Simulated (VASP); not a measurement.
Wanted: the native input for a VASP 6.6.1 run.

```yaml
Task: relaxation of the atoms
Functional: PBE
Dispersion: D3(BJ)
Potentials_or_basis: VASP PAW PBE potentials, release 64 (Ir)
Cutoff: 520 eV
k_mesh: 4 × 4 × 1
Occupations: gaussian, width 0.1 eV
Spin: no spin polarisation
Dipole_correction: yes
Atoms_held_fixed_from_0: "[0, 1, 2, 3]"
Further_INCAR_settings: ALGO = Fast; EDIFF = 1e-07; IBRION = 2; EDIFFG = -0.03; NSW = 90
```

The structure of Ir lies in POSCAR:

```
Ir
1.0
    5.4313155572      0.0000000000      0.0000000000
   -2.7156577786      4.7036572485      0.0000000000
    0.0000000000      0.0000000000     20.4346505824
Ir
12
Selective dynamics
Direct
    0.3333333333      0.1666666667      0.3914918911  F F F
    0.3333333333      0.6666666667      0.3914918911  F F F
    0.8333333333      0.1666666667      0.3914918911  F F F
    0.8333333333      0.6666666667      0.3914918911  F F F
    0.6666666667      0.3333333333      0.5000000000  T T T
    0.6666666667      0.8333333333      0.5000000000  T T T
    0.1666666667      0.3333333333      0.5000000000  T T T
    0.1666666667      0.8333333333      0.5000000000  T T T
    0.0000000000      0.5000000000      0.6085081089  T T T
    0.0000000000      0.0000000000      0.6085081089  T T T
    0.5000000000      0.5000000000      0.6085081089  T T T
    0.5000000000      0.0000000000      0.6085081089  T T T
```

The input as run:

INCAR

```
  PREC = Accurate
  ENCUT = 520
  EDIFF = 1E-7
  ISMEAR = 0
  SIGMA = 0.1
  LREAL = False
  LASPH = True
  NELM = 60
  ALGO = Fast
  ISIF = 2
  LWAVE = False
  LCHARG = False
  LDIPOL = True
  IDIPOL = 3
  DIPOL = 0.5 0.5 0.500
  GGA = PE
  IVDW = 12
  IBRION = 2
  NSW = 90
  EDIFFG = -0.03
```

KPOINTS

```
regular mesh
0
Gamma
  4 4 1
```

Potentials or basis: VASP PAW PBE potentials, release 64 (Ir).

The run is started by

```bash
$ cat potpaw_PBE.64/Ir/POTCAR > POTCAR
$ mpirun -np 1 vasp_std > vasp.out
```

Results of the run:

- Energy gained by relaxing: 6.0 meV/atom
- Ionic steps: 5
- Band gap on the k mesh: zero (bands 54 and 55 overlap by 1.16 eV)
- Dispersion energy per atom: -0.484 eV

Caveat: spin-orbit coupling is left out, which moves the levels of the heavy elements.

It took 35 min on 1 thread of Oxide Virtual Turin-like Processor, on a shared host, peak memory 0.6 GiB.
